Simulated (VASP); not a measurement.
CaO:

```
CELL_PARAMETERS angstrom
-0.00799 2.38956 2.38956
2.38956 -0.00799 2.38956
2.38956 2.38956 -0.00799
ATOMIC_POSITIONS crystal
Ca 0.00000 0.00000 0.00000
O 0.50000 0.50000 0.50000
```

This cell differs from its parent crystal: strain along [111] -0.5%.

Base run:

| Item | Value |
| --- | --- |
| Program | VASP 6.6.1 |
| Functional | r2SCAN |
| Potentials or basis | VASP PAW PBE potentials, release 64 (Ca_sv, O) |
| Cutoff | 520 eV |
| k mesh | 10 × 10 × 10 |
| Occupations | gaussian, width 0.01 eV |
| Spin | no spin polarisation |

Its results: band gap on the k mesh 4.17 eV (least direct gap 4.55 eV); pressure 1.7 GPa.

Q: The run is repeated on the same cell with these changes: functional from r2SCAN to PBE; occupations from gaussian, width 0.01 eV to fermi-dirac, width 0.02 eV. What comes out?

A: Band gap on the k mesh 3.62 eV (least direct gap 4.00 eV); pressure 3.7 GPa.

Caveats: the PAW data sets were made with another functional, which shifts forces and pressure a little (at least some runs); the cell stands under pressure (at least some runs).

A k mesh can miss the band edges.
